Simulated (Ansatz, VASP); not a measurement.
**Zr2TiC3: VASP beside Ansatz**

INCAR

```
ALGO = Normal
EDIFF = 1E-6
EDIFFG = -0.04
ENCUT = 600
GGA = PE
IBRION = 2
ISIF = 3
ISMEAR = 0
LASPH = True
LCHARG = False
LREAL = False
LWAVE = False
NELM = 100
NSW = 90
PREC = Accurate
SIGMA = 0.1
```

The input KPOINTS:

```
k-points
0
Gamma
  6 6 2
```

POSCAR

```
Zr2TiC3
1.0
    3.4424098100      0.0000000000      0.0000000000
   -1.7212049100      2.9812143500      0.0000000000
    0.0000000000      0.0000000000      8.4321475300
Zr Ti C
2 1 3
Direct
    0.3333333300      0.6666666700      0.6666666700
    0.6666666700      0.3333333300      0.3333333300
    0.0000000000      0.0000000000      0.0000000000
    0.6666666700      0.3333333300      0.8333333300
    0.3333333300      0.6666666700      0.1666666700
    0.0000000000      0.0000000000      0.5000000000
```

Input for Ansatz:

```yaml
crystal:
  lattice:
    - [3.44240981, 0.0, 0.0]
    - [-1.72120491, 2.98121435, 0.0]
    - [0.0, 0.0, 8.43214753]
  atoms:
    - { symbol: Zr, position: [0.33333333, 0.66666667, 0.66666667] }
    - { symbol: Zr, position: [0.66666667, 0.33333333, 0.33333333] }
    - { symbol: Ti, position: [0.0, 0.0, 0.0] }
    - { symbol: C, position: [0.66666667, 0.33333333, 0.83333333] }
    - { symbol: C, position: [0.33333333, 0.66666667, 0.16666667] }
    - { symbol: C, position: [0.0, 0.0, 0.5] }
basis:
  ecutwfc: 420
kpoints:
  mp_grid: { grid: [6, 6, 2] }
hamiltonian:
  xc: pbe
scf:
  occupations: { method: gaussian, width: 0.1 }
  lower_state_search: "off"
output:
  forces: true
  stress: true
  eigenvalues: true
relax:
  adjacent_minimum: "off"
  f_tol: 0.04
  max_steps: 70
  cell: { stress_tol: 0.4 }
```

Alike in both runs: task relaxation of cell and atoms; functional PBE; k mesh 6 × 6 × 2; occupations gaussian, width 0.1 eV; no spin polarisation.

|  | VASP | Ansatz |
| --- | --- | --- |
| version | VASP 6.6.1 | Ansatz 0.2.0 |
| potentials or method | VASP PAW PBE potentials, release 64 (Zr_sv, Ti_sv, C), cutoff 600 eV | scalar-relativistic, plane waves, PAW |
| valence electrons in the cell | 48 | 48 |

|  | VASP | Ansatz | Ansatz less VASP |
| --- | --- | --- | --- |
| gap on the k mesh at the Fermi level, each at its own relaxed structure (eV) | none | none | - |
| relaxed volume (Å³/atom) | 12.11 | 12.12 | +0.016 |
| relaxed cell length with the largest relative difference (Å) | 3.256 | 3.258 | +0.0021 |

A gap of «none» marks a metal or a gap that the smearing closes.

The k mesh is coarse, so the values compare programs but aren't converged. Noted on VASP's run: the volume moved by over 15 % at a fixed basis, so the end points are rough.
